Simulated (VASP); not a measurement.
# As (P6_3/mmc) in VASP: further runs

Runs on As. Level: revPBE. Tasks: single point, relaxation of cell and atoms.

Program: VASP 6.6.1. These are calculated values, not measurements. Logs are shortened: lines on timing, memory, paths and dates and some standing lists are left out, and cuts for length are marked.

**1. The cell of the first run**

Symmetry: P6_3/mmc, No. 194, hexagonal system. Conventional cell: a = 3.067 Å, b = 3.067 Å, c = 10.381 Å, α = 90.00°, β = 90.00°, γ = 120.00°. As (site symmetry -3m) has 12 As at 3.07 to 3.14 Å within 4.0 Å. As (site symmetry -6m2) has 12 As at 3.07 to 3.14 Å within 4.0 Å.

**2. Single point, revPBE (volume scaled by 1.08)**

The input, INCAR:

```
PREC = Accurate
ENCUT = 520
EDIFF = 1E-6
ISMEAR = -1
SIGMA = 0.1
LREAL = F
LASPH = T
NELM = 60
ALGO = Normal
ISIF = 2
LWAVE = F
LCHARG = F
GGA = RE
NBANDS = 18
```

The input, KPOINTS:

```
Automatic mesh
0
Gamma
  14 14 4
```

The input, POSCAR:

```
As
1.0
    3.0671495717      0.0000000000      0.0000000000
   -1.5335747858      2.6562294463      0.0000000000
    0.0000000000      0.0000000000     10.3805981011
As
4
Direct
    0.0000000000      0.0000000000      0.0000000000
    0.0000000000      0.0000000000      0.5000000000
    0.3333333333      0.6666666667      0.2500000000
    0.6666666667      0.3333333333      0.7500000000
```

Potentials or basis: VASP PAW PBE potentials, release 64 (As).

Launch:

```console
cat potpaw_PBE.64/As/POTCAR > POTCAR
mpirun -np 1 vasp_std > vasp.out
```

OUTCAR:

```text
PREC = Accurate
   ENCUT = 520
   EDIFF = 1E-6
   ISMEAR = -1
   LREAL = F
   LASPH = T
   NELM = 60
   ISIF = 2
   GGA = RE

 ion  position               nearest neighbor table
   1  0.000  0.000  0.000-
   2  0.000  0.000  0.500-
   3  0.333  0.667  0.250-
   4  0.667  0.333  0.750-

  LATTYP: Found a hexagonal cell.
 ALAT       =     3.0671495717
 C/A-ratio  =     3.3844446964

  Lattice vectors:

 A1 = (   3.0671495717,   0.0000000000,   0.0000000000)
 A2 = (  -1.5335747858,   2.6562294463,   0.0000000000)
 A3 = (   0.0000000000,   0.0000000000,  10.3805981011)

Analysis of symmetry for initial positions (statically):
=====================================================================
 Subroutine PRICEL returns:
 Original cell was already a primitive cell.

 Routine SETGRP: Setting up the symmetry group for a
 hexagonal supercell.

 Subroutine GETGRP returns: Found 24 space group operations
 (whereof 12 operations were pure point group operations)
 out of a pool of 24 trial point group operations.

The static configuration has the point symmetry D_3d.
 The point group associated with its full space group is D_6h.

Analysis of symmetry for dynamics (positions and initial velocities):
=====================================================================
 Subroutine PRICEL returns:
 Original cell was already a primitive cell.

 Routine SETGRP: Setting up the symmetry group for a
 hexagonal supercell.

 Subroutine GETGRP returns: Found 24 space group operations
 (whereof 12 operations were pure point group operations)
 out of a pool of 24 trial point group operations.

The dynamic configuration has the point symmetry D_3d.
 The point group associated with its full space group is D_6h.

 Subroutine INISYM returns: Found 24 space group operations
 (whereof 12 operations are pure point group operations),
 and found     1 'primitive' translations

----------------------------------------------------------------------------------------

                                     Primitive cell

  volume of cell :      84.5713

  direct lattice vectors                    reciprocal lattice vectors
     3.067149572  0.000000000  0.000000000     0.326035616  0.188236751  0.000000000
    -1.533574786  2.656229446  0.000000000     0.000000000  0.376473501  0.000000000
     0.000000000  0.000000000 10.380598101     0.000000000  0.000000000  0.096333563

  length of vectors
     3.067149572  3.067149572 10.380598101     0.376473501  0.376473501  0.096333563

  position of ions in fractional coordinates (direct lattice)
     0.000000000  0.000000000  0.000000000
     0.000000000  0.000000000  0.500000000
     0.333333333  0.666666667  0.250000000
     0.666666667  0.333333333  0.750000000

  ion indices of the primitive-cell ions
   primitive index   ion index
                 1           1
                 2           2
                 3           3
                 4           4

----------------------------------------------------------------------------------------

 KPOINTS: Automatic mesh

Automatic generation of k-mesh.
 Grid dimensions read from file:
 generate k-points for:   14   14    4

 Generating k-lattice:

  Cartesian coordinates                     Fractional coordinates (reciprocal lattice)
     0.023288258  0.013445482  0.000000000     0.071428571  0.000000000  0.000000000
     0.000000000  0.026890964  0.000000000     0.000000000  0.071428571  0.000000000
     0.000000000  0.000000000  0.024083391     0.000000000  0.000000000  0.250000000

  Length of vectors
     0.026890964  0.026890964  0.024083391

  Shift w.r.t. Gamma in fractional coordinates (k-lattice)
     0.000000000  0.000000000  0.000000000

 Subroutine IBZKPT returns following result:
 ===========================================

 Found     72 irreducible k-points:

 Following reciprocal coordinates:
            Coordinates               Weight
  0.000000  0.000000  0.000000      1.000000
  0.071429  0.000000  0.000000      6.000000
  0.142857 -0.000000  0.000000      6.000000
  0.214286 -0.000000  0.000000      6.000000
  0.285714  0.000000  0.000000      6.000000
  0.357143 -0.000000  0.000000      6.000000
[... 16 lines left out ...]
  0.285714  0.285714  0.000000      6.000000
  0.357143  0.285714  0.000000      6.000000
 [... further k-points ...]
   k-points           NKPTS =     72   k-points in BZ     NKDIM =     72   number of bands    NBANDS=     18
   number of dos      NEDOS =    301   number of ions     NIONS =      4
   total plane-waves  NPLWV =  46080
   dimension x,y,z NGX =    24 NGY =   24 NGZ =   80
   dimension x,y,z NGXF=    48 NGYF=   48 NGZF=  160
   ions per type =               4
   NGX,Y,Z   is equivalent  to a cutoff of  13.01, 13.01, 12.81 a.u.
   NGXF,Y,Z  is equivalent  to a cutoff of  26.02, 26.02, 25.62 a.u.
 SYSTEM =  unknown system
   PREC   = accura    normal or accurate (medium, high low for compatibility)
   ISTART =      0    job   : 0-new  1-cont  2-samecut
   ICHARG =      2    charge: 1-file 2-atom 10-const
   ISPIN  =      1    spin polarized calculation?
   LNONCOLLINEAR =      F non collinear calculations
   LSORBIT =      F    spin-orbit coupling
   LASPH  =      T    aspherical Exc in radial PAW
   ENCUT  =  520.0 eV  38.22 Ry    6.18 a.u.   5.70  5.70 19.30*2*pi/ulx,y,z
   NELM   =     60;   NELMIN=  2; NELMDL= -5     # of ELM steps
   EDIFF  = 0.1E-05   stopping-criterion for ELM
   LREAL  =      F    real-space projection
   EDIFFG = 0.1E-04   stopping-criterion for IOM
   NSW    =      0    number of steps for IOM
   IBRION =     -1    ionic relax: 0-MD 1-quasi-New 2-CG
   NFREE  =      0    steps in history (QN), initial steepest desc. (CG)
   ISIF   =      2    stress and relaxation
   ISYM   =      2    0-nonsym 1-usesym 2-fastsym
   POTIM  = 0.5000    time-step for ionic-motion
   TEBEG  =    0.0;   TEEND  =   0.0 temperature during run
   PSTRESS=    0.0 pullay stress
   NELECT =      20.0000    total number of electrons
   NUPDOWN=      -1.0000    fix difference up-down
   EMIN   =  10.00;   EMAX   =-10.00  energy-range for DOS
   EFERMI =   0.00;   METHOD = LEGACY
   ISMEAR =    -1;   SIGMA  =   0.10  broadening in eV -4-tet -1-fermi 0-gaus
   EFERMI_NEDOS =   21; number of points for ismear=-14 and -15
   IALGO  =     38    algorithm
   IMIX   =      4    mixing-type and parameters
     AMIX     =   0.40;   BMIX     =  1.00
     AMIX_MAG =   1.60;   BMIX_MAG =  1.00
  volume/ion in A,a.u.               =      21.14       142.68
  Fermi-wavevector in a.u.,A,eV,Ry     =   1.012381  1.913122 13.944811  1.024915
  Thomas-Fermi vector in A             =   2.145487
   LORBIT       =      0    0 simple, 1 ext, 2 COOP (PROOUT), +10 PAW based schemes
   GGA     = RE    functional components
   LHFCALC =     F    Hartree Fock is set to
   AEXX    =    0.0000 exact exchange contribution
   IVDW    =     0    specifies the selected vdW correction
   LEPSILON=     F    determine dielectric tensor
   LRPA    =     F    only Hartree local field effects (RPA)
 non-spin polarized calculation
  energy-cutoff  :      520.00
  volume of cell :       84.57
 maximum number of plane-waves:      2307
 NGX is ok and might be reduce to    24
   NGX = 11   NGY = 11   NGZ = 39

 number of electron      19.9999994 magnetization

 Free energy of the ion-electron system (eV)
  ---------------------------------------------------
  ext. energy  EPLUGINS =         0.00000000
  ---------------------------------------------------
  free energy    TOTEN  =       -15.23602760 eV

  energy without entropy =      -15.15963077  energy(sigma->0) =      -15.19782918

 E-fermi :   5.4943     XC(G=0): -10.2909

 val. band max:        5.4286481501   @ k =   0.2143   0.2143   0.2500
 cond. band min:       5.5365704037   @ k =   0.4286   0.1429   0.5000
 fundamental gap:      0.1079222535
 Fermi energy:         5.4943049204

 k-point     1 :       0.0000    0.0000    0.0000
  band No.  band energies     occupation
      1      -8.7826      2.00000
      2      -7.5756      2.00000
      3      -7.5646      2.00000
      4      -5.3255      2.00000
      5      -0.5969      2.00000
      6       4.1066      2.00000
[... 10 lines left out ...]
     17      14.8671      0.00000
     18      15.5857      0.00000

 k-point     2 :       0.0714    0.0000    0.0000
  band No.  band energies     occupation
      1      -8.6835      2.00000
      2      -7.4788      2.00000
      3      -7.4679      2.00000
      4      -5.2387      2.00000
      5      -0.4948      2.00000
      6       4.1720      2.00000
[... 10 lines left out ...]
     17      15.2924      0.00000
     18      15.9354      0.00000

 k-point     3 :       0.1429   -0.0000    0.0000
  band No.  band energies     occupation
      1      -8.3875      2.00000
      2      -7.1908      2.00000
      3      -7.1802      2.00000
      4      -4.9837      2.00000
      5      -0.1903      2.00000
      6       4.3287      1.99998
[... 10 lines left out ...]
     17      14.3437      0.00000
     18      15.0634      0.00000

 k-point     4 :       0.2143   -0.0000    0.0000
  band No.  band energies     occupation
      1      -7.9000      2.00000
      2      -6.7195      2.00000
      3      -6.7096      2.00000
      4      -4.5801      2.00000
      5       0.3098      2.00000
      6       4.2070      1.99999
[... 375 lines left out ...]
      4      -3.3754      2.00000
      5       0.4300      2.00000
      6       0.7274      2.00000
[... 10 lines left out ...]
     17      12.1484      0.00000
     18      12.9814      0.00000

 k-point    23 :       0.2857    0.2857    0.0000
  band No.  band energies     occupation
      1      -4.6005      2.00000
      2      -3.9392      2.00000
      3      -3.9061      2.00000
      4      -3.3146      2.00000
      5       0.9465      2.00000
      6       1.1972      2.00000
[... 10 lines left out ...]
     17      12.0553      0.00000
     18      13.2429      0.00000

 k-point    24 :       0.3571    0.2857    0.0000
  band No.  band energies     occupation
      1      -4.0369      2.00000
      2      -3.7895      2.00000
      3      -3.6695      2.00000
      4      -3.5256      2.00000
      5       0.8622      2.00000
      6       1.1503      2.00000
[... 10 lines left out ...]
     17      12.5400      0.00000
     18      12.6359      0.00000

 [... further k-points ...]

------------------------ aborting loop because EDIFF is reached ----------------------------------------

  FORCE on cell =-STRESS in cart. coord.  units (eV):
  Direction    XX          YY          ZZ          XY          YZ          ZX
  --------------------------------------------------------------------------------------
  -------------------------------------------------------------------------------------
  Total       -2.8348320     -2.8348320     -2.3427837     -0.0000000     -0.0000000      0.0000000
  in kB      -53.7050341    -53.7050341    -44.3833278     -0.0000000     -0.0000000      0.0000000
  external PRESSURE =     -50.5977987 kB  Pullay stress =       0.0000000 kB

 VOLUME and BASIS-vectors are now :
 -----------------------------------------------------------------------------
  energy-cutoff  :      520.00
  volume of cell :       84.57
      direct lattice vectors                 reciprocal lattice vectors
     3.067149572  0.000000000  0.000000000     0.326035616  0.188236751  0.000000000
    -1.533574786  2.656229446  0.000000000     0.000000000  0.376473501  0.000000000
     0.000000000  0.000000000 10.380598101     0.000000000  0.000000000  0.096333563

 POSITION                                       TOTAL-FORCE (eV/Angst)
 -----------------------------------------------------------------------------------
      0.00000      0.00000      0.00000        -0.000000      0.000000      0.000000
      0.00000      0.00000      5.19030        -0.000000      0.000000      0.000000
     -0.00000      1.77082      2.59515        -0.000000     -0.000000     -0.000000
      1.53357      0.88541      7.78545         0.000000      0.000000      0.000000
 -----------------------------------------------------------------------------------
    total drift:                               -0.000000      0.000000      0.000000

  FREE ENERGIE OF THE ION-ELECTRON SYSTEM (eV)
  ---------------------------------------------------
  free  energy   TOTEN  =       -15.2360275963 eV

  energy  without entropy=      -15.1596307685  energy(sigma->0) =      -15.19782918
```

Wall time 47 s (1 thread of Intel Xeon Platinum 8259CL at 2.50GHz (Skylake/Cascade Lake), shared host); peak memory 0.24 GiB.

What came out:

```yaml
Free_energy: -15.2360 eV
Pressure: -5.1 GPa
Band_gap_on_the_k_mesh: zero (band 10 reaches 9.91 eV, above the bottom of band 11 at 3.16 eV)
```

Stress tensor (GPa, compression positive):
```
-5.37  0.00  0.00
 0.00 -5.37  0.00
 0.00  0.00 -4.44
```

Levels at points of the mesh, in eV from the Fermi level:
| k point | band 7 | band 8 | band 9 | band 10 | band 11 | band 12 | band 13 | band 14 |
| --- | --- | --- | --- | --- | --- | --- | --- | --- |
| (0.00, 0.00, 0.00) | -1.38 | 3.85 | 3.85 | 4.42 | 4.42 | 4.46 | 4.46 | 4.54 |
| (0.50, 0.00, 0.00) | -4.33 | -3.85 | -1.73 | -0.95 | 0.75 | 1.53 | 1.83 | 1.84 |
| (0.00, 0.00, 0.50) | 2.26 | 2.26 | 4.01 | 4.01 | 4.01 | 4.01 | 4.93 | 4.93 |
| (0.50, 0.00, 0.50) | -4.66 | -4.66 | -0.51 | -0.51 | 1.03 | 1.03 | 1.06 | 1.06 |

Caveat: the cell differs from its parent crystal (volume scaled by 1.08); the PAW data sets were made with another functional, which shifts forces and pressure a little.

**3. Single point, revPBE (volume scaled by 1.12)**

The input, INCAR:

```
PREC     = Accurate       # precision mode
ENCUT    = 520            # plane-wave cutoff, eV
EDIFF    = 1E-7           # SCF threshold, eV
ISMEAR   = -1             # smearing method
SIGMA    = 0.1            # smearing width, eV
LREAL    = F              # projectors in reciprocal space
LASPH    = T              # aspherical terms in the spheres
NELM     = 100            # most SCF steps
ALGO     = Normal         # electronic algorithm
ISIF     = 2              # what is computed and relaxed
LWAVE    = F              # write WAVECAR
LCHARG   = F              # write CHGCAR
GGA      = RE             # functional
NBANDS   = 18             # bands
```

The input, KPOINTS:

```
regular mesh
0
Gamma
  14 14 4
```

The input, POSCAR:

```
As
1.0
    3.1045575215      0.0000000000      0.0000000000
   -1.5522787607      2.6886256811      0.0000000000
    0.0000000000      0.0000000000     10.5072032385
As
4
Direct
    0.0000000000      0.0000000000      0.0000000000
    0.0000000000      0.0000000000      0.5000000000
    0.3333333333      0.6666666667      0.2500000000
    0.6666666667      0.3333333333      0.7500000000
```

Potentials or basis: VASP PAW PBE potentials, release 64 (As).

Launch:

```console
cat potpaw_PBE.64/As/POTCAR > POTCAR
mpirun -np 1 vasp_std > vasp.out
```

Run time: 59 s. Hardware: 1 thread of Intel Xeon Platinum 8259CL at 2.50GHz (Skylake/Cascade Lake), shared host; peak memory 0.24 GiB.

The run converged. Its results:

| Property | Result |
| --- | --- |
| Free energy | -15.1193 eV |
| Pressure | -6.8 GPa |
| Band gap on the k mesh | zero (band 10 reaches 9.32 eV, above the bottom of band 11 at 2.90 eV) |

Stress tensor (GPa, compression positive):
```
-7.16  0.00  0.00
 0.00 -7.16  0.00
 0.00  0.00 -6.16
```

Levels at points of the mesh, in eV from the Fermi level:
| k point | band 8 | band 9 | band 10 | band 11 | band 12 | band 13 |
| --- | --- | --- | --- | --- | --- | --- |
| (0.00, 0.00, 0.00) | 3.66 | 3.66 | 4.21 | 4.21 | 4.25 | 4.25 |
| (0.50, 0.00, 0.00) | -3.73 | -1.63 | -0.88 | 0.72 | 1.45 | 1.75 |
| (0.00, 0.00, 0.50) | 2.14 | 3.82 | 3.82 | 3.82 | 3.82 | 4.69 |
| (0.50, 0.00, 0.50) | -4.48 | -0.48 | -0.48 | 1.00 | 1.00 | 1.05 |

Caveat: the cell differs from its parent crystal (volume scaled by 1.12); the PAW data sets were made with another functional, which shifts forces and pressure a little.

**4. Single point, revPBE**

This run uses another cell than the first one, of 19.58 Å³/atom, 0.926 times its volume.

The input, INCAR:

```
SYSTEM = As
  ALGO = Normal
  EDIFF = 1E-7
  ENCUT = 520
  GGA = RE
  ISIF = 2
  ISMEAR = -1
  LASPH = .True.
  LCHARG = .False.
  LREAL = .False.
  LWAVE = .False.
  NBANDS = 18
  NELM = 60
  PREC = Accurate
  SIGMA = 0.1
```

The input, KPOINTS:

```
k-points
0
Gamma
  16 16 4
  0 0 0
```

The input, POSCAR:

```
As
1.0
    2.9894665845      0.0000000000      0.0000000000
   -1.4947332922      2.5889540059      0.0000000000
    0.0000000000      0.0000000000     10.1176843270
As
4
Direct
    0.0000000000      0.0000000000      0.0000000000
    0.0000000000      0.0000000000      0.5000000000
    0.3333333333      0.6666666667      0.2500000000
    0.6666666667      0.3333333333      0.7500000000
```

Launch:

```console
cat potpaw_PBE.64/As/POTCAR > POTCAR
mpirun -np 1 vasp_std > vasp.out
```

It took 70 s on 1 thread of Intel Xeon Platinum 8259CL at 2.50GHz (Skylake/Cascade Lake), shared host; peak memory 0.25 GiB.

Results (log left out):

```
Free energy            : -15.3448 eV
Pressure               : 0.1 GPa
Band gap on the k mesh : zero (band 10 reaches 11.23 eV, above the bottom of band 11 at 3.69 eV)
```

Stress tensor (GPa, compression positive):
```
 0.24  0.00  0.00
 0.00  0.24  0.00
 0.00  0.00 -0.34
```

Levels at points of the mesh, in eV from the Fermi level:
```csv
k point,band 7,band 8,band 9,band 10,band 11,band 12,band 13,band 14
"(0.00, 0.00, 0.00)",-1.42,4.28,4.28,4.92,4.92,4.97,4.97,5.07
"(0.50, 0.00, 0.00)",-4.59,-4.09,-1.93,-1.08,0.83,1.73,2.01,2.03
"(0.00, 0.00, 0.50)",2.54,2.54,4.46,4.46,4.46,4.46,5.49,5.49
"(0.50, 0.00, 0.50)",-5.04,-5.04,-0.53,-0.53,1.12,1.12,1.14,1.14
```

Caveat: the PAW data sets were made with another functional, which shifts forces and pressure a little.

(Part 1 of 2 ends here.)
